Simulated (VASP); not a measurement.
# Tl3ICl2 (Amm2) in VASP: single point with PBE

Aim: the single point of Tl3ICl2 with PBE.

Everything below comes from runs of VASP 6.6.1. Logs are shortened: lines on timing, memory, paths and dates and some standing lists are left out, and cuts for length are marked.

### 1 The cell of the first run

It takes space group Amm2 (No. 38, orthorhombic). The conventional cell has a = 4.500 Å, b = 12.166 Å, c = 9.035 Å, α = 90.00°, β = 90.00°, γ = 90.00°. Tl (site symmetry m) has 4 Cl at 3.16 to 3.39 Å and 1 I at 3.31 Å and 2 Tl at 3.73 to 3.85 Å within 4.2 Å. Tl (site symmetry mm2) has 1 I at 3.23 Å and 4 Cl at 3.24 Å and 4 Tl at 3.73 to 3.85 Å within 4.3 Å. I (site symmetry mm2) has 5 Tl at 3.23 to 4.56 Å and 8 Cl at 4.46 to 4.62 Å and 2 I at 4.50 Å within 4.7 Å. Cl (site symmetry m) has 6 Tl at 3.16 to 3.39 Å within 4.2 Å.

The cell was generated, and may not be a known phase.

### 2 Single point, PBE

Contents of INCAR:

```
  PREC = Accurate
  ENCUT = 500
  EDIFF = 1E-6
  ISMEAR = 0
  SIGMA = 0.15
  LREAL = False
  LASPH = True
  NELM = 120
  ALGO = Normal
  ISIF = 2
  LWAVE = False
  LCHARG = True
  GGA = PE
  LELF = True
  LVHAR = True
  NBANDS = 39
  GGA_COMPAT = False
```

Contents of KPOINTS:

```
regular mesh
0
Gamma
  3 2 2
```

Contents of POSCAR:

```
Tl3ICl2
1.0
    4.4995784323      0.0000000000      0.0000000000
    0.0000000000      6.0828394019      4.5176137784
    0.0000000000     -6.0828394019      4.5176137784
Tl I Cl
3 1 2
Direct
    0.0000000000      0.6332654103      0.1514377234
    0.0000000000      0.1514377234      0.6332654103
    0.0000000000      0.1367227348      0.1367227348
    0.0000000000      0.7789261449      0.7789261449
    0.5000000000      0.9286349170      0.3099432596
    0.5000000000      0.3099432596      0.9286349170
```

Potentials or basis: VASP PAW PBE potentials, release 64 (Tl_d, I, Cl).

Command:

```sh
$ cat potpaw_PBE.64/Tl_d/POTCAR potpaw_PBE.64/I/POTCAR potpaw_PBE.64/Cl/POTCAR > POTCAR
$ mpirun -np 1 vasp_std > vasp.out
```

OUTCAR:

```text
PREC = Accurate
   ENCUT = 500
   EDIFF = 1E-6
   ISMEAR = 0
   LREAL = False
   LASPH = True
   NELM = 120
   ISIF = 2
   GGA = PE

 ion  position               nearest neighbor table
   1  0.000  0.633  0.151-   5 3.16   5 3.16   4 3.31   6 3.39   6 3.39   3 3.73   3 3.85
   2  0.000  0.151  0.633-   6 3.16   6 3.16   4 3.31   5 3.39   5 3.39   3 3.73   3 3.85
   3  0.000  0.137  0.137-   4 3.23   5 3.24   6 3.24   5 3.24   6 3.24   2 3.73   1 3.73   2 3.85
                             1 3.85
   4  0.000  0.779  0.779-   3 3.23   2 3.31   1 3.31
   5  0.500  0.929  0.310-   1 3.16   1 3.16   3 3.24   3 3.24   2 3.39   2 3.39
   6  0.500  0.310  0.929-   2 3.16   2 3.16   3 3.24   3 3.24   1 3.39   1 3.39

  LATTYP: Found a base centered orthorhombic cell.
 ALAT       =     9.0352275568
 B/A-ratio  =     1.3464717659
 C/A-ratio  =     0.4980038858

  Lattice vectors:

 A1 = (   0.0000000000,   6.0828394019,   4.5176137784)
 A2 = (   0.0000000000,  -6.0828394019,   4.5176137784)
 A3 = (   4.4995784323,   0.0000000000,   0.0000000000)

Analysis of symmetry for initial positions (statically):
=====================================================================
 Subroutine PRICEL returns:
 Original cell was already a primitive cell.

 Routine SETGRP: Setting up the symmetry group for a
 base centered orthorhombic supercell.

 Subroutine GETGRP returns: Found  4 space group operations
 (whereof  4 operations were pure point group operations)
 out of a pool of  8 trial point group operations.

The static configuration has the point symmetry C_2v.

Analysis of symmetry for dynamics (positions and initial velocities):
=====================================================================
 Subroutine PRICEL returns:
 Original cell was already a primitive cell.

 Routine SETGRP: Setting up the symmetry group for a
 base centered orthorhombic supercell.

 Subroutine GETGRP returns: Found  4 space group operations
 (whereof  4 operations were pure point group operations)
 out of a pool of  8 trial point group operations.

The dynamic configuration has the point symmetry C_2v.

 Subroutine INISYM returns: Found  4 space group operations
 (whereof  4 operations are pure point group operations),
 and found     1 'primitive' translations

----------------------------------------------------------------------------------------

                                     Primitive cell

  volume of cell :     247.2961

  direct lattice vectors                    reciprocal lattice vectors
     4.499578432  0.000000000  0.000000000     0.222243042  0.000000000  0.000000000
     0.000000000  6.082839402  4.517613778     0.000000000  0.082198455  0.110677899
     0.000000000 -6.082839402  4.517613778     0.000000000 -0.082198455  0.110677899

  length of vectors
     4.499578432  7.576923481  7.576923481     0.222243042  0.137862915  0.137862915

  position of ions in fractional coordinates (direct lattice)
     0.000000000  0.633265410  0.151437723
     0.000000000  0.151437723  0.633265410
     0.000000000  0.136722735  0.136722735
     0.000000000  0.778926145  0.778926145
     0.500000000  0.928634917  0.309943260
     0.500000000  0.309943260  0.928634917

  ion indices of the primitive-cell ions
   primitive index   ion index
                 1           1
                 2           2
                 3           3
                 4           4
                 5           5
                 6           6

----------------------------------------------------------------------------------------

 KPOINTS: regular mesh

Automatic generation of k-mesh.
 Grid dimensions read from file:
 generate k-points for:    3    2    2

 Generating k-lattice:

  Cartesian coordinates                     Fractional coordinates (reciprocal lattice)
     0.074081014  0.000000000  0.000000000     0.333333333  0.000000000  0.000000000
     0.000000000  0.041099227  0.055338949     0.000000000  0.500000000  0.000000000
     0.000000000 -0.041099227  0.055338949     0.000000000  0.000000000  0.500000000

  Length of vectors
     0.074081014  0.068931457  0.068931457

  Shift w.r.t. Gamma in fractional coordinates (k-lattice)
     0.000000000  0.000000000  0.000000000

 Subroutine IBZKPT returns following result:
 ===========================================

 Found      6 irreducible k-points:

 Following reciprocal coordinates:
            Coordinates               Weight
  0.000000  0.000000  0.000000      1.000000
  0.333333  0.000000  0.000000      2.000000
  0.000000  0.500000  0.000000      2.000000
  0.333333  0.500000  0.000000      4.000000
  0.000000  0.500000  0.500000      1.000000
  0.333333  0.500000  0.500000      2.000000
   k-points           NKPTS =      6   k-points in BZ     NKDIM =      6   number of bands    NBANDS=     39
   number of dos      NEDOS =    301   number of ions     NIONS =      6
   total plane-waves  NPLWV = 112896
   dimension x,y,z NGX =    36 NGY =   56 NGZ =   56
   dimension x,y,z NGXF=    72 NGYF=  112 NGZF=  112
   ions per type =               3   1   2
   NGX,Y,Z   is equivalent  to a cutoff of  13.30, 12.29, 12.29 a.u.
   NGXF,Y,Z  is equivalent  to a cutoff of  26.60, 24.57, 24.57 a.u.
 SYSTEM =  unknown system
   PREC   = accura    normal or accurate (medium, high low for compatibility)
   ISTART =      0    job   : 0-new  1-cont  2-samecut
   ICHARG =      2    charge: 1-file 2-atom 10-const
   ISPIN  =      1    spin polarized calculation?
   LNONCOLLINEAR =      F non collinear calculations
   LSORBIT =      F    spin-orbit coupling
   LASPH  =      T    aspherical Exc in radial PAW
   ENCUT  =  500.0 eV  36.75 Ry    6.06 a.u.   8.20 13.81 13.81*2*pi/ulx,y,z
   NELM   =    120;   NELMIN=  2; NELMDL= -5     # of ELM steps
   EDIFF  = 0.1E-05   stopping-criterion for ELM
   LREAL  =      F    real-space projection
   EDIFFG = 0.1E-04   stopping-criterion for IOM
   NSW    =      0    number of steps for IOM
   IBRION =     -1    ionic relax: 0-MD 1-quasi-New 2-CG
   NFREE  =      0    steps in history (QN), initial steepest desc. (CG)
   ISIF   =      2    stress and relaxation
   ISYM   =      2    0-nonsym 1-usesym 2-fastsym
   POTIM  = 0.5000    time-step for ionic-motion
   TEBEG  =    0.0;   TEEND  =   0.0 temperature during run
   PSTRESS=    0.0 pullay stress
   NELECT =      60.0000    total number of electrons
   NUPDOWN=      -1.0000    fix difference up-down
   EMIN   =  10.00;   EMAX   =-10.00  energy-range for DOS
   EFERMI =   0.00;   METHOD = LEGACY
   ISMEAR =     0;   SIGMA  =   0.15  broadening in eV -4-tet -1-fermi 0-gaus
   EFERMI_NEDOS =   21; number of points for ismear=-14 and -15
   IALGO  =     38    algorithm
   IMIX   =      4    mixing-type and parameters
     AMIX     =   0.40;   BMIX     =  1.00
     AMIX_MAG =   1.60;   BMIX_MAG =  1.00
  volume/ion in A,a.u.               =      41.22       278.14
  Fermi-wavevector in a.u.,A,eV,Ry     =   1.021064  1.929531 14.185040  1.042571
  Thomas-Fermi vector in A             =   2.154668
   LORBIT       =      0    0 simple, 1 ext, 2 COOP (PROOUT), +10 PAW based schemes
   GGA     = PE    functional components
   LHFCALC =     F    Hartree Fock is set to
   AEXX    =    0.0000 exact exchange contribution
   IVDW    =     0    specifies the selected vdW correction
   LEPSILON=     F    determine dielectric tensor
   LRPA    =     F    only Hartree local field effects (RPA)
 non-spin polarized calculation
 Gauss-broadening in eV      SIGMA  =   0.15
  energy-cutoff  :      500.00
  volume of cell :      247.30
 maximum number of plane-waves:      6294
 NGX is ok and might be reduce to    36
   NGX = 17   NGY = 27   NGZ = 27

 number of electron      60.0000000 magnetization

 Free energy of the ion-electron system (eV)
  ---------------------------------------------------
  ext. energy  EPLUGINS =         0.00000000
  ---------------------------------------------------
  free energy    TOTEN  =       -16.84397350 eV

  energy without entropy =      -16.84397350  energy(sigma->0) =      -16.84397350

 E-fermi :   1.7095     XC(G=0):  -7.4749

 val. band max:        0.9903125133   @ k =   0.0000   0.0000   0.0000
 cond. band min:       2.5884305423   @ k =   0.0000   0.0000   0.0000
 fundamental gap:      1.5981180290
 Fermi energy:         1.7095182489

 k-point     1 :       0.0000    0.0000    0.0000
  band No.  band energies     occupation
      1     -12.8587      2.00000
      2     -12.7618      2.00000
      3     -10.1478      2.00000
      4      -9.3083      2.00000
      5      -9.2714      2.00000
      6      -9.2129      2.00000
[... 31 lines left out ...]
     38       7.0050      0.00000
     39       7.8076      0.00000

 k-point     2 :       0.3333    0.0000    0.0000
  band No.  band energies     occupation
      1     -12.7807      2.00000
      2     -12.7705      2.00000
      3     -10.0910      2.00000
      4      -9.3041      2.00000
      5      -9.2664      2.00000
      6      -9.1861      2.00000
[... 31 lines left out ...]
     38       7.4170      0.00000
     39       7.8593      0.00000

 k-point     3 :       0.0000    0.5000    0.0000
  band No.  band energies     occupation
      1     -12.8290      2.00000
      2     -12.7916      2.00000
      3     -10.1385      2.00000
      4      -9.2901      2.00000
      5      -9.1937      2.00000
      6      -9.1926      2.00000
[... 31 lines left out ...]
     38       6.6500      0.00000
     39       7.5666      0.00000

 k-point     4 :       0.3333    0.5000    0.0000
  band No.  band energies     occupation
      1     -12.7773      2.00000
      2     -12.7732      2.00000
      3     -10.0808      2.00000
      4      -9.2858      2.00000
      5      -9.2058      2.00000
      6      -9.1752      2.00000
[... 31 lines left out ...]
     38       6.3167      0.00000
     39       7.8870      0.00000

 k-point     5 :       0.0000    0.5000    0.5000
  band No.  band energies     occupation
      1     -12.8204      2.00000
      2     -12.7991      2.00000
      3     -10.1312      2.00000
      4      -9.2028      2.00000
      5      -9.1848      2.00000
      6      -9.1759      2.00000
[... 31 lines left out ...]
     38       6.7237      0.00000
     39       6.8036      0.00000

 k-point     6 :       0.3333    0.5000    0.5000
  band No.  band energies     occupation
      1     -12.7758      2.00000
      2     -12.7743      2.00000
      3     -10.0727      2.00000
      4      -9.2053      2.00000
      5      -9.1822      2.00000
      6      -9.1758      2.00000
[... 31 lines left out ...]
     38       6.2818      0.00000
     39       6.2977      0.00000

------------------------ aborting loop because EDIFF is reached ----------------------------------------

  FORCE on cell =-STRESS in cart. coord.  units (eV):
  Direction    XX          YY          ZZ          XY          YZ          ZX
  --------------------------------------------------------------------------------------
  -------------------------------------------------------------------------------------
  Total       -0.2848249      0.4585849     -0.3658239      0.0000000      0.0000000      0.0000000
  in kB       -1.8453180      2.9710711     -2.3700927      0.0000000      0.0000000      0.0000000
  external PRESSURE =      -0.4147799 kB  Pullay stress =       0.0000000 kB

 VOLUME and BASIS-vectors are now :
 -----------------------------------------------------------------------------
  energy-cutoff  :      500.00
  volume of cell :      247.30
      direct lattice vectors                 reciprocal lattice vectors
     4.499578432  0.000000000  0.000000000     0.222243042  0.000000000  0.000000000
     0.000000000  6.082839402  4.517613778     0.000000000  0.082198455  0.110677899
     0.000000000 -6.082839402  4.517613778     0.000000000 -0.082198455  0.110677899

 POSITION                                       TOTAL-FORCE (eV/Angst)
 -----------------------------------------------------------------------------------
      0.00000      2.93088      3.54499         0.000000      0.032064     -0.050637
      0.00000     -2.93088      3.54499         0.000000     -0.032064     -0.050637
      0.00000      0.00000      1.23532         0.000000     -0.000000     -0.047484
      0.00000      0.00000      7.03777         0.000000     -0.000000      0.062793
      2.24979      3.76340      5.59542         0.000000      0.020634      0.042983
      2.24979     -3.76340      5.59542         0.000000     -0.020634      0.042983
 -----------------------------------------------------------------------------------
    total drift:                                0.000000      0.000000      0.000757

  FREE ENERGIE OF THE ION-ELECTRON SYSTEM (eV)
  ---------------------------------------------------
  free  energy   TOTEN  =       -16.8439734973 eV

  energy  without entropy=      -16.8439734973  energy(sigma->0) =      -16.84397350
```

It took 2.1 min on 1 thread of Intel Xeon 8259CL, shared host; peak memory 0.34 GiB.

What came out:

```yaml
Free_energy: -16.8440 eV
Pressure: 0.0 GPa
Largest_force: 0.063 eV/Å
Band_gap_on_the_k_mesh: 1.60 eV
```

Forces on the atoms (eV/Å):
```
Tl   0.000  0.032 -0.051
Tl   0.000 -0.032 -0.051
Tl   0.000  0.000 -0.047
I    0.000  0.000  0.063
Cl   0.000  0.021  0.043
Cl   0.000 -0.021  0.043
```

Stress tensor (GPa, compression positive):
```
-0.18  0.00  0.00
 0.00  0.30  0.00
 0.00  0.00 -0.24
```

Caveat: the k points lie up to 0.47 Å⁻¹ apart; spin-orbit coupling is left out, which moves the levels of the heavy elements.
